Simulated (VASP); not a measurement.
Si3N4, 14 atoms in the cell. The structure is cubic, space group Fd-3m (No. 227). The conventional cell has a = 7.630 Å, b = 7.630 Å, c = 7.630 Å, α = 90.00°, β = 90.00°, γ = 90.00°. Within 2.5 Å of Si (site symmetry -3m) lie 6 N at 1.85 Å. Si (site symmetry -43m) has 4 N at 1.75 Å within 2.3 Å. Within 2.3 Å of N (site symmetry 3m) lie 4 Si at 1.75 to 1.85 Å. 

| Property | Result |
| --- | --- |
| Program | VASP 6.6.1 |
| Task | single point |
| Functional | PBE |
| Potentials or basis | VASP PAW PBE potentials, release 64 (Si, N) |
| Cutoff | 520 eV |
| k mesh | 6 × 6 × 6 |
| Occupations | gaussian, width 0.02 eV |
| Spin | no spin polarisation |
| Dipole correction | no |
| Further INCAR settings | ALGO = Normal; EDIFF = 1e-07; NBANDS = 45 |

Potentials or basis: VASP PAW PBE potentials, release 64 (Si, N).

Launch:

```bash
$ cat potpaw_PBE.64/Si/POTCAR potpaw_PBE.64/N/POTCAR > POTCAR
$ mpirun -np 1 vasp_std > vasp.out
```

Hardware: 1 thread of Intel Xeon 8259CL (shared host).

Question: How long does it take, and how much memory?

Answer: Wall time 2.8 min on 1 thread of Intel Xeon 8259CL, with other jobs on the host, peak memory 0.25 GiB. Counts: scf iterations 15, k points 16.
